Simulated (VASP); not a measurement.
Set up this calculation in VASP 6.6.1, as the native input.

* Task: electric field gradients
* Functional: PBE
* Potentials or basis: VASP PAW PBE potentials, release 64 (Na_pv, Cl)
* Cutoff: 520 eV
* k mesh: 8 × 8 × 8
* Occupations: fermi-dirac, width 0.02 eV
* Spin: no spin polarisation
* Dipole correction: no
* Further INCAR settings: ALGO = Normal; EDIFF = 1e-08; NBANDS = 14

The structure of NaCl lies in POSCAR:

```
NaCl
1.0
    2.8600000000      0.0429000000      0.0429000000
    0.0429000000      2.8600000000      0.0429000000
    0.0429000000      0.0429000000      2.8600000000
Na Cl
1 1
Direct
    0.0000000000      0.0000000000      0.0000000000
    0.5000000000      0.5000000000      0.5000000000
```

This cell differs from its parent crystal: equal xy, yz and zx shear strains of +3 %.

One way to write it, as run:

INCAR

```
PREC = Accurate
ENCUT = 520
EDIFF = 1E-8
ISMEAR = -1
SIGMA = 0.02
LREAL = F
LASPH = T
NELM = 60
ALGO = Normal
ISIF = 2
LWAVE = F
LCHARG = F
GGA = PE
LEFG = T
NBANDS = 14
```

KPOINTS

```
regular mesh
0
Gamma
  8 8 8
```

Potentials or basis: VASP PAW PBE potentials, release 64 (Na_pv, Cl).

Command:

```console
$ cat potpaw_PBE.64/Na_pv/POTCAR potpaw_PBE.64/Cl/POTCAR > POTCAR
$ mpirun -np 1 vasp_std > vasp.out
```

Results of the run:

```yaml
Pressure: 65.6 GPa
Band_gap_on_the_k_mesh: 4.44 eV, direct
```

Caveat: the cell differs from its parent crystal (equal xy, yz and zx shear strains of +3 %); without QUAD_EFG the Cq values of the log hold for a quadrupole moment of 1 mb, not for the nuclei.

It took 9.8 s on 1 thread of Intel(R) Xeon(R) Platinum 8488C (Sapphire Rapids), with other jobs on the host, peak memory 0.14 GiB.
